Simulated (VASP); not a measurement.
Set up this calculation in VASP 6.6.1, as the native input.

```yaml
Task: single point
Functional: PBE
Potentials_or_basis: VASP PAW PBE potentials, release 64 (Be, S)
Cutoff: 520 eV
k_mesh: 6 × 6 × 6
Occupations: gaussian, width 0.01 eV
Spin: no spin polarisation
Dipole_correction: no
Further_INCAR_settings: ALGO = Normal; EDIFF = 1e-06; NBANDS = 11
```

The structure of BeS lies in POSCAR:

```
BeS
1.0
    0.0000000000      2.3172971938      2.3172971938
    2.3172971938      0.0000000000      2.3172971938
    2.3172971938      2.3172971938      0.0000000000
Be S
1 1
Direct
    0.0000000000      0.0000000000      0.0000000000
    0.5000000000      0.5000000000      0.5000000000
```

One way to write it, as run:

INCAR

```
SYSTEM = BeS
  PREC = Accurate
  ENCUT = 520
  EDIFF = 1E-6
  ISMEAR = 0
  SIGMA = 0.01
  LREAL = .False.
  LASPH = .True.
  NELM = 80
  ALGO = Normal
  ISIF = 2
  LWAVE = .False.
  LCHARG = .True.
  GGA = PE
  LELF = .True.
  LVHAR = .True.
  NBANDS = 11
```

KPOINTS

```
regular mesh
0
Gamma
  6 6 6
  0 0 0
```

Potentials or basis: VASP PAW PBE potentials, release 64 (Be, S).

Command:

```bash
$ cat potpaw_PBE.64/Be/POTCAR potpaw_PBE.64/S/POTCAR > POTCAR
$ mpirun -np 1 vasp_std > vasp.out
```

It gave:

The pressure is -0.2 GPa and the band gap on the k mesh is 0.98 eV, indirect (least direct gap 4.14 eV).

Run time: 8 s on 1 thread of AMD EPYC 7571, with other jobs on the host, peak memory 0.1 GiB.
